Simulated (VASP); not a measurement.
# BeGeSb2 (P-4m2) in VASP: a series of runs

Runs on BeGeSb2. Level: PBE. Tasks: single point.

Everything below comes from runs of VASP 6.6.1. Logs are shortened: lines on timing, memory, paths and dates and some standing lists are left out, and cuts for length are marked.

### 1 The cell of the first run

The structure is tetragonal, space group P-4m2 (No. 115). The conventional cell has a = 4.122 Å, b = 4.122 Å, c = 5.746 Å, α = 90.00°, β = 90.00°, γ = 90.00°. Be (site symmetry -4m2) has 4 Sb at 2.41 Å within 3.2 Å. Sb (site symmetry 2mm) has 2 Be at 2.41 Å and 2 Ge at 2.63 Å within 3.2 Å. Ge (site symmetry -4m2) has 4 Sb at 2.63 Å within 3.5 Å.

### 2 Single point, PBE (volume changed by -6%)

INCAR reads:

```
SYSTEM = BeGeSb2
PREC = Accurate
ENCUT = 520
EDIFF = 1E-6
ISMEAR = -1
SIGMA = 0.02
LREAL = .FALSE.
LASPH = .TRUE.
NELM = 60
ALGO = Normal
ISIF = 2
LWAVE = .FALSE.
LCHARG = .FALSE.
GGA = PE
NBANDS = 21
```

KPOINTS reads:

```
regular mesh
0
G
  6 6 4
  0 0 0
```

POSCAR reads:

```
BeGeSb2
1.0
    4.1216222683      0.0000000000      0.0000000000
    0.0000000000      4.1216222683      0.0000000000
    0.0000000000      0.0000000000      5.7463194048
Be Sb Ge
1 2 1
Direct
    0.0000000000      0.0000000000      0.0000000000
    0.0000000000      0.5000000000      0.2165412292
    0.5000000000      0.0000000000      0.7834587708
    0.5000000000      0.5000000000      0.5000000000
```

Potentials or basis: VASP PAW PBE potentials, release 64 (Be, Sb, Ge_d).

Started as:

```bash
> cat potpaw_PBE.64/Be/POTCAR potpaw_PBE.64/Sb/POTCAR potpaw_PBE.64/Ge_d/POTCAR > POTCAR
> mpirun -np 1 vasp_std > vasp.out
```

OUTCAR:

```text
SYSTEM = BeGeSb2
   PREC = Accurate
   ENCUT = 520
   EDIFF = 1E-6
   ISMEAR = -1
   LREAL = .FALSE.
   LASPH = .TRUE.
   NELM = 60
   ISIF = 2
   GGA = PE

 ion  position               nearest neighbor table
   1  0.000  0.000  0.000-   2 2.41   3 2.41   2 2.41   3 2.41
   2  0.000  0.500  0.217-   1 2.41   1 2.41   4 2.63   4 2.63
   3  0.500  0.000  0.783-   1 2.41   1 2.41   4 2.63   4 2.63
   4  0.500  0.500  0.500-   2 2.63   3 2.63   3 2.63   2 2.63

  LATTYP: Found a simple tetragonal cell.
 ALAT       =     4.1216222683
 C/A-ratio  =     1.3941887516

  Lattice vectors:

 A1 = (   4.1216222683,   0.0000000000,   0.0000000000)
 A2 = (   0.0000000000,   4.1216222683,   0.0000000000)
 A3 = (   0.0000000000,   0.0000000000,   5.7463194048)

Analysis of symmetry for initial positions (statically):
=====================================================================
 Subroutine PRICEL returns:
 Original cell was already a primitive cell.

 Routine SETGRP: Setting up the symmetry group for a
 simple tetragonal supercell.

 Subroutine GETGRP returns: Found  8 space group operations
 (whereof  8 operations were pure point group operations)
 out of a pool of 16 trial point group operations.

The static configuration has the point symmetry D_2d.

Analysis of symmetry for dynamics (positions and initial velocities):
=====================================================================
 Subroutine PRICEL returns:
 Original cell was already a primitive cell.

 Routine SETGRP: Setting up the symmetry group for a
 simple tetragonal supercell.

 Subroutine GETGRP returns: Found  8 space group operations
 (whereof  8 operations were pure point group operations)
 out of a pool of 16 trial point group operations.

The dynamic configuration has the point symmetry D_2d.

 Subroutine INISYM returns: Found  8 space group operations
 (whereof  8 operations are pure point group operations),
 and found     1 'primitive' translations

----------------------------------------------------------------------------------------

                                     Primitive cell

  volume of cell :      97.6172

  direct lattice vectors                    reciprocal lattice vectors
     4.121622268  0.000000000  0.000000000     0.242622913  0.000000000  0.000000000
     0.000000000  4.121622268  0.000000000     0.000000000  0.242622913  0.000000000
     0.000000000  0.000000000  5.746319405     0.000000000  0.000000000  0.174024437

  length of vectors
     4.121622268  4.121622268  5.746319405     0.242622913  0.242622913  0.174024437

  position of ions in fractional coordinates (direct lattice)
     0.000000000  0.000000000  0.000000000
     0.000000000  0.500000000  0.216541229
     0.500000000  0.000000000  0.783458771
     0.500000000  0.500000000  0.500000000

  ion indices of the primitive-cell ions
   primitive index   ion index
                 1           1
                 2           2
                 3           3
                 4           4

----------------------------------------------------------------------------------------

 KPOINTS: regular mesh

Automatic generation of k-mesh.
 Grid dimensions read from file:
 generate k-points for:    6    6    4

 Generating k-lattice:

  Cartesian coordinates                     Fractional coordinates (reciprocal lattice)
     0.040437152  0.000000000  0.000000000     0.166666667  0.000000000  0.000000000
     0.000000000  0.040437152  0.000000000     0.000000000  0.166666667  0.000000000
     0.000000000  0.000000000  0.043506109     0.000000000  0.000000000  0.250000000

  Length of vectors
     0.040437152  0.040437152  0.043506109

  Shift w.r.t. Gamma in fractional coordinates (k-lattice)
     0.000000000  0.000000000  0.000000000

 Subroutine IBZKPT returns following result:
 ===========================================

 Found     30 irreducible k-points:

 Following reciprocal coordinates:
            Coordinates               Weight
  0.000000  0.000000  0.000000      1.000000
  0.166667  0.000000  0.000000      4.000000
  0.333333  0.000000  0.000000      4.000000
  0.500000  0.000000  0.000000      2.000000
  0.166667  0.166667  0.000000      4.000000
  0.333333  0.166667  0.000000      8.000000
[... 16 lines left out ...]
  0.333333  0.000000  0.500000      4.000000
  0.500000  0.000000  0.500000      2.000000
 [... further k-points ...]
   k-points           NKPTS =     30   k-points in BZ     NKDIM =     30   number of bands    NBANDS=     21
   number of dos      NEDOS =    301   number of ions     NIONS =      4
   total plane-waves  NPLWV =  49152
   dimension x,y,z NGX =    32 NGY =   32 NGZ =   48
   dimension x,y,z NGXF=    64 NGYF=   64 NGZF=   96
   ions per type =               1   2   1
   NGX,Y,Z   is equivalent  to a cutoff of  12.91, 12.91, 13.89 a.u.
   NGXF,Y,Z  is equivalent  to a cutoff of  25.81, 25.81, 27.77 a.u.
 SYSTEM =  BeGeSb2
   PREC   = accura    normal or accurate (medium, high low for compatibility)
   ISTART =      0    job   : 0-new  1-cont  2-samecut
   ICHARG =      2    charge: 1-file 2-atom 10-const
   ISPIN  =      1    spin polarized calculation?
   LNONCOLLINEAR =      F non collinear calculations
   LSORBIT =      F    spin-orbit coupling
   LASPH  =      T    aspherical Exc in radial PAW
   ENCUT  =  520.0 eV  38.22 Ry    6.18 a.u.   7.66  7.66 10.68*2*pi/ulx,y,z
   NELM   =     60;   NELMIN=  2; NELMDL= -5     # of ELM steps
   EDIFF  = 0.1E-05   stopping-criterion for ELM
   LREAL  =      F    real-space projection
   EDIFFG = 0.1E-04   stopping-criterion for IOM
   NSW    =      0    number of steps for IOM
   IBRION =     -1    ionic relax: 0-MD 1-quasi-New 2-CG
   NFREE  =      0    steps in history (QN), initial steepest desc. (CG)
   ISIF   =      2    stress and relaxation
   ISYM   =      2    0-nonsym 1-usesym 2-fastsym
   POTIM  = 0.5000    time-step for ionic-motion
   TEBEG  =    0.0;   TEEND  =   0.0 temperature during run
   PSTRESS=    0.0 pullay stress
   NELECT =      26.0000    total number of electrons
   NUPDOWN=      -1.0000    fix difference up-down
   EMIN   =  10.00;   EMAX   =-10.00  energy-range for DOS
   EFERMI =   0.00;   METHOD = LEGACY
   ISMEAR =    -1;   SIGMA  =   0.02  broadening in eV -4-tet -1-fermi 0-gaus
   EFERMI_NEDOS =   21; number of points for ismear=-14 and -15
   IALGO  =     38    algorithm
   IMIX   =      4    mixing-type and parameters
     AMIX     =   0.40;   BMIX     =  1.00
     AMIX_MAG =   1.60;   BMIX_MAG =  1.00
  volume/ion in A,a.u.               =      24.40       164.69
  Fermi-wavevector in a.u.,A,eV,Ry     =   1.053312  1.990472 15.095218  1.109467
  Thomas-Fermi vector in A             =   2.188429
   LORBIT       =      0    0 simple, 1 ext, 2 COOP (PROOUT), +10 PAW based schemes
   GGA     = PE    functional components
   LHFCALC =     F    Hartree Fock is set to
   AEXX    =    0.0000 exact exchange contribution
   IVDW    =     0    specifies the selected vdW correction
   LEPSILON=     F    determine dielectric tensor
   LRPA    =     F    only Hartree local field effects (RPA)
 non-spin polarized calculation
  energy-cutoff  :      520.00
  volume of cell :       97.62
 maximum number of plane-waves:      2653
 NGX is ok and might be reduce to    32
   NGX = 15   NGY = 15   NGZ = 21

 number of electron      26.0000003 magnetization

 Free energy of the ion-electron system (eV)
  ---------------------------------------------------
  ext. energy  EPLUGINS =         0.00000000
  ---------------------------------------------------
  free energy    TOTEN  =       -16.27113501 eV

  energy without entropy =      -16.27050426  energy(sigma->0) =      -16.27081964

 E-fermi :   5.7069     XC(G=0):  -9.3164

 val. band max:        5.6849569799   @ k =   0.1667   0.0000   0.0000
 cond. band min:       5.8480034534   @ k =   0.0000   0.0000   0.0000
 fundamental gap:      0.1630464735
 Fermi energy:         5.7068684636

 k-point     1 :       0.0000    0.0000    0.0000
  band No.  band energies     occupation
      1     -19.1172      2.00000
      2     -19.1153      2.00000
      3     -19.1153      2.00000
      4     -19.1010      2.00000
      5     -19.0947      2.00000
      6      -6.5155      2.00000
[... 13 lines left out ...]
     20      12.1788      0.00000
     21      14.7570      0.00000

 k-point     2 :       0.1667    0.0000    0.0000
  band No.  band energies     occupation
      1     -19.1174      2.00000
      2     -19.1153      2.00000
      3     -19.1149      2.00000
      4     -19.1008      2.00000
      5     -19.0950      2.00000
      6      -6.3190      2.00000
[... 13 lines left out ...]
     20      13.0888      0.00000
     21      13.3341      0.00000

 k-point     3 :       0.3333    0.0000    0.0000
  band No.  band energies     occupation
      1     -19.1188      2.00000
      2     -19.1152      2.00000
      3     -19.1133      2.00000
      4     -19.1003      2.00000
      5     -19.0956      2.00000
      6      -5.7806      2.00000
[... 13 lines left out ...]
     20      12.1847      0.00000
     21      12.6951      0.00000

 k-point     4 :       0.5000    0.0000    0.0000
  band No.  band energies     occupation
      1     -19.1195      2.00000
      2     -19.1151      2.00000
      3     -19.1125      2.00000
      4     -19.1000      2.00000
      5     -19.0958      2.00000
      6      -5.3030      2.00000
[... 13 lines left out ...]
     20      11.4296      0.00000
     21      12.5643      0.00000

 k-point     5 :       0.1667    0.1667    0.0000
  band No.  band energies     occupation
      1     -19.1174      2.00000
      2     -19.1163      2.00000
      3     -19.1136      2.00000
      4     -19.1006      2.00000
      5     -19.0953      2.00000
      6      -6.1203      2.00000
[... 13 lines left out ...]
     20      12.4764      0.00000
     21      12.5077      0.00000
[... 382 lines left out ...]
     20      11.9835      0.00000
     21      12.2081      0.00000

 k-point    22 :       0.1667    0.0000    0.5000
  band No.  band energies     occupation
      1     -19.1174      2.00000
      2     -19.1153      2.00000
      3     -19.1149      2.00000
      4     -19.1007      2.00000
      5     -19.0950      2.00000
      6      -5.7644      2.00000
[... 13 lines left out ...]
     20      10.9134      0.00000
     21      11.6317      0.00000

 k-point    23 :       0.3333    0.0000    0.5000
  band No.  band energies     occupation
      1     -19.1188      2.00000
      2     -19.1152      2.00000
      3     -19.1133      2.00000
      4     -19.1002      2.00000
      5     -19.0956      2.00000
      6      -5.3491      2.00000
[... 13 lines left out ...]
     20      12.1244      0.00000
     21      12.4883      0.00000

 k-point    24 :       0.5000    0.0000    0.5000
  band No.  band energies     occupation
      1     -19.1196      2.00000
      2     -19.1152      2.00000
      3     -19.1125      2.00000
      4     -19.0999      2.00000
      5     -19.0958      2.00000
      6      -5.0921      2.00000
[... 13 lines left out ...]
     20      11.9640      0.00000
     21      12.8805      0.00000

 [... further k-points ...]
[... 5 lines left out ...]
  --------------------------------------------------------------------------------------
  -------------------------------------------------------------------------------------
  Total        2.4194685      2.4194685      2.5100218      0.0000000      0.0000000      0.0000000
  in kB       39.7104139     39.7104139     41.1966537      0.0000000      0.0000000      0.0000000
  external PRESSURE =      40.2058272 kB  Pullay stress =       0.0000000 kB

 VOLUME and BASIS-vectors are now :
 -----------------------------------------------------------------------------
  energy-cutoff  :      520.00
  volume of cell :       97.62
      direct lattice vectors                 reciprocal lattice vectors
     4.121622268  0.000000000  0.000000000     0.242622913  0.000000000  0.000000000
     0.000000000  4.121622268  0.000000000     0.000000000  0.242622913  0.000000000
     0.000000000  0.000000000  5.746319405     0.000000000  0.000000000  0.174024437

 POSITION                                       TOTAL-FORCE (eV/Angst)
 -----------------------------------------------------------------------------------
      0.00000      0.00000      0.00000        -0.000000     -0.000000      0.000000
      0.00000      2.06081      1.24432        -0.000000     -0.000000     -0.109238
      2.06081      0.00000      4.50200         0.000000     -0.000000      0.109238
      2.06081      2.06081      2.87316        -0.000000      0.000000      0.000000
 -----------------------------------------------------------------------------------
    total drift:                                0.000000      0.000000     -0.000000

  FREE ENERGIE OF THE ION-ELECTRON SYSTEM (eV)
  ---------------------------------------------------
  free  energy   TOTEN  =       -16.2711350144 eV

  energy  without entropy=      -16.2705042564  energy(sigma->0) =      -16.27081964
```

Wall time 53 s (1 thread of Intel Xeon Platinum 8488C (Sapphire Rapids), shared host); peak memory 0.24 GiB.

Results:

```yaml
Free_energy: -16.2711 eV
Pressure: 4.0 GPa
Largest_force: 0.109 eV/Å
Band_gap_on_the_k_mesh: zero (band 13 reaches 5.85 eV, above the bottom of band 14 at 5.17 eV)
```

Forces in eV/Å, atoms in the order of the input:
```
Be   0.000  0.000  0.000
Sb   0.000  0.000 -0.109
Sb   0.000  0.000  0.109
Ge   0.000  0.000  0.000
```

Stress tensor (GPa, compression positive):
```
3.97 0.00 0.00
0.00 3.97 0.00
0.00 0.00 4.12
```

Caveat: spin-orbit coupling is left out, which moves the levels of the heavy elements.

### 3 Single point, PBE (volume changed by -3%)

INCAR reads:

```
SYSTEM = BeGeSb2
  PREC = Accurate
  ENCUT = 520
  EDIFF = 1E-6
  ISMEAR = -1
  SIGMA = 0.02
  LREAL = .FALSE.
  LASPH = .TRUE.
  NELM = 60
  ALGO = Normal
  ISIF = 2
  LWAVE = .FALSE.
  LCHARG = .TRUE.
  GGA = PE
  LELF = .TRUE.
  LVHAR = .TRUE.
  NBANDS = 21
```

KPOINTS is that of step 2.

POSCAR reads:

```
BeGeSb2
1.0
    4.1650109544      0.0000000000      0.0000000000
    0.0000000000      4.1650109544      0.0000000000
    0.0000000000      0.0000000000      5.8068114228
Be Sb Ge
1 2 1
Direct
    0.0000000000      0.0000000000      0.0000000000
    0.0000000000      0.5000000000      0.2165412292
    0.5000000000      0.0000000000      0.7834587708
    0.5000000000      0.5000000000      0.5000000000
```

Potentials or basis: VASP PAW PBE potentials, release 64 (Be, Sb, Ge_d).

Started as:

```bash
> cat potpaw_PBE.64/Be/POTCAR potpaw_PBE.64/Sb/POTCAR potpaw_PBE.64/Ge_d/POTCAR > POTCAR
> mpirun -np 1 vasp_std > vasp.out
```

It took 53 s on 1 thread of Intel Xeon Platinum 8488C (Sapphire Rapids), shared host; peak memory 0.25 GiB.

It converged, with:

- Free energy: -16.3283 eV
- Pressure: 1.9 GPa
- Largest force: 0.054 eV/Å
- Band gap on the k mesh: zero (band 13 reaches 5.51 eV, above the bottom of band 14 at 4.88 eV)

Forces in eV/Å, atoms in the order of the input:
```
Be   0.000  0.000  0.000
Sb   0.000  0.000 -0.054
Sb   0.000  0.000  0.054
Ge   0.000  0.000  0.000
```

Levels at points of the mesh, in eV from the Fermi level:
```
           k point  band 11  band 12  band 13  band 14  band 15  band 16
(0.00, 0.00, 0.00)    -0.27     0.09     0.14     0.14     1.61     2.50
(0.50, 0.00, 0.00)    -3.03    -1.66    -1.02     1.64     3.18     3.80
(0.50, 0.50, 0.00)    -2.77    -2.77    -1.95    -0.49     1.13     1.13
(0.00, 0.00, 0.50)    -2.01    -1.66    -1.66     1.04     1.19     3.35
(0.50, 0.00, 0.50)    -1.55    -0.95    -0.73    -0.32     2.57     2.92
(0.50, 0.50, 0.50)    -3.46    -3.46    -2.79     3.03     3.83     3.96
```

Caveat: spin-orbit coupling is left out, which moves the levels of the heavy elements.

[end of part 1 of 2]
